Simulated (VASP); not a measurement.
Runs of VASP 6.6.1 on Au. The structure is that of space group I4/mmm (No. 139), or close to it. The cells are those of the table. 

```csv
cell,gap on the mesh (eV),pressure (GPa)
"a = 2.966, b = 2.966, c = 3.037 Å, angles 59.2, 59.2, 61.6°, 1 atom",none,-13.5
"a = 2.896, b = 2.896, c = 3.037 Å, angles 58.4, 58.4, 63.2°, 1 atom",none,-7.8
"a = 2.821, b = 2.821, c = 2.893 Å, angles 59.2, 59.2, 61.7°, 1 atom",none,8.9
"a = 2.859, b = 2.859, c = 2.965 Å, angles 58.8, 58.8, 62.5°, 1 atom",none,(b)
"a = 2.894, b = 2.894, c = 2.965 Å, angles 59.2, 59.2, 61.6°, 1 atom",none,(a)
```

Alike in all rows: task single point; level PBEsol; potentials or basis VASP PAW PBE potentials, release 64 (Au); no spin polarisation; k mesh 20 × 20 × 20; cutoff (eV) 520; smearing gaussian 0.15 eV.

Estimate the missing entries.

(a) -4.9; (b) -0.8.

Caveats: the PAW data sets were made with another functional, which shifts forces and pressure a little; spin-orbit coupling is left out, which moves the levels of the heavy elements.

A k mesh can miss the band edges, and the runs leave out spin-orbit coupling on Au.

A gap of «none» marks levels without a gap at the run's occupations.
